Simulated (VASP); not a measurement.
# ZnSe in VASP: single point with PBE+D3(BJ)

Aim: the single point of ZnSe with PBE+D3(BJ).

Everything below comes from runs of VASP 6.6.1. Logs are shortened: lines on timing, memory, paths and dates and some standing lists are left out, and cuts for length are marked.

## (1) The cell of the first run

The cell holds a slab with vacuum, 16 atoms: a = 7.997 Å, b = 5.655 Å, c = 25.115 Å, α = 90.00°, β = 90.00°, γ = 90.00°.

## (2) Single point, PBE+D3(BJ)

INCAR reads:

```
PREC     = Accurate       # precision mode
ENCUT    = 520            # plane-wave cutoff, eV
EDIFF    = 1E-7           # SCF threshold, eV
ISMEAR   = 0              # smearing method
SIGMA    = 0.05           # smearing width, eV
LREAL    = Auto         
LASPH    = T              # aspherical terms in the spheres
NELM     = 100            # most SCF steps
ALGO     = Normal         # electronic algorithm
ISIF     = 2              # what is computed and relaxed
LWAVE    = F              # write WAVECAR
LCHARG   = T              # write CHGCAR
LDIPOL   = T            
IDIPOL   = 3            
DIPOL    = 0.5 0.5 0.437
GGA      = PE             # functional
IVDW     = 12             # dispersion correction
LELF     = T              # ELF
LVHAR    = T            
LVACPOTAV= T            
NBANDS   = 86             # bands
```

KPOINTS reads:

```
Automatic mesh
0
Gamma
  2 3 1
```

POSCAR reads:

```
ZnSe
1.0
    7.9972834977      0.0000000000      0.0000000000
    0.0000000000      5.6549333923      0.0000000000
    0.0000000000      0.0000000000     25.1151626233
Zn Se
8 8
Direct
    0.2500000000      0.5000000000      0.3185326776
    0.7500000000      0.5000000000      0.3185326776
    0.5000000000      0.0000000000      0.3981388066
    0.0000000000      0.0000000000      0.3981388066
    0.7539636713      0.5003709482      0.4804213965
    0.2559425637      0.5081572871      0.4822395005
    0.0085614208     -0.0678850202      0.5399448246
    0.5091868185     -0.0507513449      0.5439427202
    0.5000000000      0.2500000000      0.3185326776
    0.0000000000      0.2500000000      0.3185326776
    0.7500000000      0.7500000000      0.3981388066
    0.2500000000      0.7500000000      0.3981388066
    0.0060019450      0.2537623728      0.4781598013
    0.5035645722      0.2535700424      0.4776131904
    0.2590102673      0.7317792662      0.5657870518
    0.7576575742      0.7245887235      0.5630755608
```

Potentials or basis: VASP PAW PBE potentials, release 64 (Zn, Se).

The run is started by

```console
$ cat potpaw_PBE.64/Zn/POTCAR potpaw_PBE.64/Se/POTCAR > POTCAR
$ mpirun -np 1 vasp_std > vasp.out
```

OUTCAR:

```text
PREC = Accurate
   ENCUT = 520
   EDIFF = 1E-7
   ISMEAR = 0
   LREAL = Auto
   LASPH = T
   NELM = 100
   ISIF = 2
   GGA = PE
   IVDW = 12
 IVDW          = 12

 ion  position               nearest neighbor table
   1  0.250  0.500  0.319-   9 2.45  10 2.45  12 2.45
   2  0.750  0.500  0.319-   9 2.45  10 2.45  11 2.45
   3  0.500  0.000  0.398-  11 2.45  12 2.45   9 2.45  14 2.46
   4  0.000  0.000  0.398-  11 2.45  12 2.45  10 2.45  13 2.47
   5  0.754  0.500  0.480-  16 2.43  14 2.44  13 2.45  11 2.50
   6  0.256  0.508  0.482-  15 2.45  14 2.45  13 2.46  12 2.52
   7  0.009  0.932  0.540-  15 2.39  13 2.39  16 2.40
   8  0.509  0.949  0.544-  14 2.40  16 2.41  15 2.41
   9  0.500  0.250  0.319-   1 2.45   2 2.45   3 2.45
  10  0.000  0.250  0.319-   1 2.45   2 2.45   4 2.45
  11  0.750  0.750  0.398-   3 2.45   4 2.45   2 2.45   5 2.50
  12  0.250  0.750  0.398-   3 2.45   4 2.45   1 2.45   6 2.52
  13  0.006  0.254  0.478-   7 2.39   5 2.45   6 2.46   4 2.47
  14  0.504  0.254  0.478-   8 2.40   5 2.44   6 2.45   3 2.46
  15  0.259  0.732  0.566-   7 2.39   8 2.41   6 2.45
  16  0.758  0.725  0.563-   7 2.40   8 2.41   5 2.43

  LATTYP: Found a simple orthorhombic cell.
 ALAT       =     5.6549333923
 B/A-ratio  =     1.4142135624
 C/A-ratio  =     4.4412835450

  Lattice vectors:

 A1 = (   0.0000000000,  -5.6549333923,   0.0000000000)
 A2 = (   7.9972834977,   0.0000000000,   0.0000000000)
 A3 = (   0.0000000000,   0.0000000000,  25.1151626233)

Analysis of symmetry for initial positions (statically):
=====================================================================
 Subroutine PRICEL returns:
 Original cell was already a primitive cell.

 Routine SETGRP: Setting up the symmetry group for a
 simple orthorhombic supercell.

 Subroutine GETGRP returns: Found  1 space group operations
 (whereof  1 operations were pure point group operations)
 out of a pool of  8 trial point group operations.

The static configuration has the point symmetry C_1 .

Analysis of symmetry for dynamics (positions and initial velocities):
=====================================================================
 Subroutine PRICEL returns:
 Original cell was already a primitive cell.

 Routine SETGRP: Setting up the symmetry group for a
 simple orthorhombic supercell.

 Subroutine GETGRP returns: Found  1 space group operations
 (whereof  1 operations were pure point group operations)
 out of a pool of  8 trial point group operations.

The dynamic configuration has the point symmetry C_1 .

 Subroutine INISYM returns: Found  1 space group operations
 (whereof  1 operations are pure point group operations),
 and found     1 'primitive' translations

----------------------------------------------------------------------------------------

                                     Primitive cell

  volume of cell :    1135.8108

  direct lattice vectors                    reciprocal lattice vectors
     7.997283498  0.000000000  0.000000000     0.125042460  0.000000000  0.000000000
     0.000000000  5.654933392  0.000000000     0.000000000  0.176836742  0.000000000
     0.000000000  0.000000000 25.115162623     0.000000000  0.000000000  0.039816585

  length of vectors
     7.997283498  5.654933392 25.115162623     0.125042460  0.176836742  0.039816585

  position of ions in fractional coordinates (direct lattice)
     0.250000000  0.500000000  0.318532678
     0.750000000  0.500000000  0.318532678
     0.500000000  0.000000000  0.398138807
     0.000000000  0.000000000  0.398138807
     0.753963671  0.500370948  0.480421396
     0.255942564  0.508157287  0.482239501
[... 8 lines left out ...]
     0.259010267  0.731779266  0.565787052
     0.757657574  0.724588723  0.563075561

  ion indices of the primitive-cell ions
   primitive index   ion index
                 1           1
                 2           2
                 3           3
                 4           4
                 5           5
                 6           6
[... 8 lines left out ...]
                15          15
                16          16

----------------------------------------------------------------------------------------

 KPOINTS: Automatic mesh

Automatic generation of k-mesh.
 Grid dimensions read from file:
 generate k-points for:    2    3    1

 Generating k-lattice:

  Cartesian coordinates                     Fractional coordinates (reciprocal lattice)
     0.062521230  0.000000000  0.000000000     0.500000000  0.000000000  0.000000000
     0.000000000  0.058945581  0.000000000     0.000000000  0.333333333  0.000000000
     0.000000000  0.000000000  0.039816585     0.000000000  0.000000000  1.000000000

  Length of vectors
     0.062521230  0.058945581  0.039816585

  Shift w.r.t. Gamma in fractional coordinates (k-lattice)
     0.000000000  0.000000000  0.000000000

 Subroutine IBZKPT returns following result:
 ===========================================

 Found      4 irreducible k-points:

 Following reciprocal coordinates:
            Coordinates               Weight
  0.000000  0.000000  0.000000      1.000000
  0.500000  0.000000  0.000000      1.000000
  0.000000  0.333333  0.000000      2.000000
  0.500000  0.333333  0.000000      2.000000
   k-points           NKPTS =      4   k-points in BZ     NKDIM =      4   number of bands    NBANDS=     86
   number of dos      NEDOS =    301   number of ions     NIONS =     16
   total plane-waves  NPLWV = 483840
   dimension x,y,z NGX =    60 NGY =   42 NGZ =  192
   dimension x,y,z NGXF=   120 NGYF=   84 NGZF=  384
   ions per type =               8   8
   NGX,Y,Z   is equivalent  to a cutoff of  12.47, 12.35, 12.71 a.u.
   NGXF,Y,Z  is equivalent  to a cutoff of  24.95, 24.69, 25.42 a.u.
 SYSTEM =  unknown system
   PREC   = accura    normal or accurate (medium, high low for compatibility)
   ISTART =      0    job   : 0-new  1-cont  2-samecut
   ICHARG =      2    charge: 1-file 2-atom 10-const
   ISPIN  =      1    spin polarized calculation?
   LNONCOLLINEAR =      F non collinear calculations
   LSORBIT =      F    spin-orbit coupling
   LASPH  =      T    aspherical Exc in radial PAW
   ENCUT  =  520.0 eV  38.22 Ry    6.18 a.u.  14.87 10.51 46.70*2*pi/ulx,y,z
   NELM   =    100;   NELMIN=  2; NELMDL= -5     # of ELM steps
   EDIFF  = 0.1E-06   stopping-criterion for ELM
   LREAL  =      T    real-space projection
   EDIFFG = 0.1E-05   stopping-criterion for IOM
   NSW    =      0    number of steps for IOM
   IBRION =     -1    ionic relax: 0-MD 1-quasi-New 2-CG
   NFREE  =      0    steps in history (QN), initial steepest desc. (CG)
   ISIF   =      2    stress and relaxation
   ISYM   =      2    0-nonsym 1-usesym 2-fastsym
   POTIM  = 0.5000    time-step for ionic-motion
   TEBEG  =    0.0;   TEEND  =   0.0 temperature during run
   PSTRESS=    0.0 pullay stress
   NELECT =     144.0000    total number of electrons
   NUPDOWN=      -1.0000    fix difference up-down
   EMIN   =  10.00;   EMAX   =-10.00  energy-range for DOS
   EFERMI =   0.00;   METHOD = LEGACY
   ISMEAR =     0;   SIGMA  =   0.05  broadening in eV -4-tet -1-fermi 0-gaus
   EFERMI_NEDOS =   21; number of points for ismear=-14 and -15
   IALGO  =     38    algorithm
   IMIX   =      4    mixing-type and parameters
     AMIX     =   0.40;   BMIX     =  1.00
     AMIX_MAG =   1.60;   BMIX_MAG =  1.00
  volume/ion in A,a.u.               =      70.99       479.05
  Fermi-wavevector in a.u.,A,eV,Ry     =   0.822420  1.554148  9.202636  0.676375
  Thomas-Fermi vector in A             =   1.933752
   LORBIT       =      0    0 simple, 1 ext, 2 COOP (PROOUT), +10 PAW based schemes
   GGA     = PE    functional components
   LHFCALC =     F    Hartree Fock is set to
   AEXX    =    0.0000 exact exchange contribution
   IVDW    =    12    specifies the selected vdW correction
   LEPSILON=     F    determine dielectric tensor
   LRPA    =     F    only Hartree local field effects (RPA)
 non-spin polarized calculation
 Gauss-broadening in eV      SIGMA  =   0.05
  energy-cutoff  :      520.00
  volume of cell :     1135.81
 maximum number of plane-waves:     30706
 NGX is ok and might be reduce to    60
   NGX = 29   NGY = 21   NGZ = 93

 dipolmoment           0.000000      0.000000     -0.000001 electrons x Angstroem

 number of electron     144.0000085 magnetization

 dipolmoment           0.000000      0.000000      0.082486 electrons x Angstroem

 Free energy of the ion-electron system (eV)
  ---------------------------------------------------
  ext. energy  EPLUGINS =         0.00000000
  ---------------------------------------------------
  free energy    TOTEN  =       -45.33943749 eV

  energy without entropy =      -45.33943749  energy(sigma->0) =      -45.33943749

 E-fermi :  -2.8761     XC(G=0):  -3.5282

 val. band max:       -3.1369678690   @ k =   0.0000   0.0000   0.0000
 cond. band min:      -1.7540894714   @ k =   0.0000   0.0000   0.0000
 fundamental gap:      1.3828783976
 Fermi energy:        -2.8760881110

 k-point     1 :       0.0000    0.0000    0.0000
  band No.  band energies     occupation
      1     -16.1874      2.00000
      2     -15.6426      2.00000
      3     -15.5756      2.00000
      4     -15.4994      2.00000
      5     -15.1905      2.00000
      6     -15.0033      2.00000
[... 76 lines left out ...]
     83       1.2527      0.00000
     84       1.4057      0.00000

 k-point     2 :       0.5000    0.0000    0.0000
  band No.  band energies     occupation
      1     -15.9665      2.00000
      2     -15.9427      2.00000
      3     -15.5184      2.00000
      4     -15.5034      2.00000
      5     -15.1118      2.00000
      6     -15.0959      2.00000
[... 76 lines left out ...]
     83       1.5269      0.00000
     84       1.5629      0.00000

 k-point     3 :       0.0000    0.3333    0.0000
  band No.  band energies     occupation
      1     -16.0011      2.00000
      2     -15.6771      2.00000
      3     -15.5620      2.00000
      4     -15.4902      2.00000
      5     -15.2955      2.00000
      6     -15.0207      2.00000
[... 76 lines left out ...]
     83       1.3996      0.00000
     84       1.8081      0.00000

 k-point     4 :       0.5000    0.3333    0.0000
  band No.  band energies     occupation
      1     -15.8279      2.00000
      2     -15.8003      2.00000
      3     -15.5723      2.00000
      4     -15.5546      2.00000
      5     -15.1595      2.00000
      6     -15.1472      2.00000
[... 76 lines left out ...]
     83       2.2617      0.00000
     84       2.2810      0.00000
 [bands above 84 left out]

------------------------ aborting loop because EDIFF is reached ----------------------------------------

 Edisp (eV)   -3.74206

 E8    (eV) :    -1.6256

  FORCE on cell =-STRESS in cart. coord.  units (eV):
  Direction    XX          YY          ZZ          XY          YZ          ZX
  --------------------------------------------------------------------------------------
  -------------------------------------------------------------------------------------
  Total      -1.60340    -2.60256     0.13282    -0.07019     1.98333    -0.28051
  in kB      -2.26176    -3.67118     0.18735    -0.09901     2.79769    -0.39568
  external pressure =       -1.92 kB  Pullay stress =        0.00 kB

 VOLUME and BASIS-vectors are now :
 -----------------------------------------------------------------------------
  energy-cutoff  :      520.00
  volume of cell :     1135.81
      direct lattice vectors                 reciprocal lattice vectors
     7.997283498  0.000000000  0.000000000     0.125042460  0.000000000  0.000000000
     0.000000000  5.654933392  0.000000000     0.000000000  0.176836742  0.000000000
     0.000000000  0.000000000 25.115162623     0.000000000  0.000000000  0.039816585

 POSITION                                       TOTAL-FORCE (eV/Angst)
 -----------------------------------------------------------------------------------
      1.99932      2.82747      8.00000        -0.002800     -0.950282      1.002327
      5.99796      2.82747      8.00000         0.005655     -0.934579      0.993858
      3.99864      0.00000      9.99932        -0.018398      0.224432     -0.028452
      0.00000      0.00000      9.99932         0.012633      0.282816      0.002015
      6.02966      2.82956     12.06586         0.005976      0.044852     -0.016001
      2.04685      2.87360     12.11152        -0.013683      0.028260     -0.003311
[... 8 lines left out ...]
      2.07138      4.13816     14.20983         0.022926      0.020411      0.039205
      6.05920      4.09750     14.14173        -0.052692      0.123247      0.189795
 -----------------------------------------------------------------------------------
    total drift:                                0.004722     -0.001404     -0.008848

  FREE ENERGIE OF THE ION-ELECTRON SYSTEM (eV)
  ---------------------------------------------------
  free  energy   TOTEN  =       -49.0815006199 eV

  energy  without entropy=      -49.0815006199  energy(sigma->0) =      -49.08150062

 vacuum level on the upper side and lower side of the slab         2.393         2.063
```

Run time: 16 min. Hardware: 1 thread of Intel Xeon 6975P-C, shared host; peak memory 1 GiB.

What came out:

* Free energy: -49.0815 eV
* Largest force: 1.381 eV/Å
* Band gap on the k mesh: 1.38 eV
* Dispersion energy per atom: -0.234 eV

Forces on the atoms (eV/Å):
```
Zn  -0.003 -0.950  1.002
Zn   0.006 -0.935  0.994
Zn  -0.018  0.224 -0.028
Zn   0.013  0.283  0.002
Zn   0.006  0.045 -0.016
Zn  -0.014  0.028 -0.003
Zn  -0.030 -0.026  0.014
Zn  -0.015 -0.246 -0.203
Se   0.005  0.425 -0.940
Se  -0.001  0.427 -0.948
Se   0.036  0.260 -0.132
Se   0.031  0.240 -0.059
Se   0.013  0.050 -0.008
Se   0.001  0.031  0.096
Se   0.023  0.020  0.039
Se  -0.053  0.123  0.190
```

Levels at points of the mesh, in eV from the valence-band top:
| k point | band 70 | band 71 | band 72 | band 73 | band 74 | band 75 |
| --- | --- | --- | --- | --- | --- | --- |
| (0.00, 0.00, 0.00) | -0.31 | -0.28 | 0.00 | 1.38 | 2.38 | 2.61 |
| (0.50, 0.00, 0.00) | -0.80 | -0.40 | -0.39 | 2.18 | 2.21 | 3.28 |
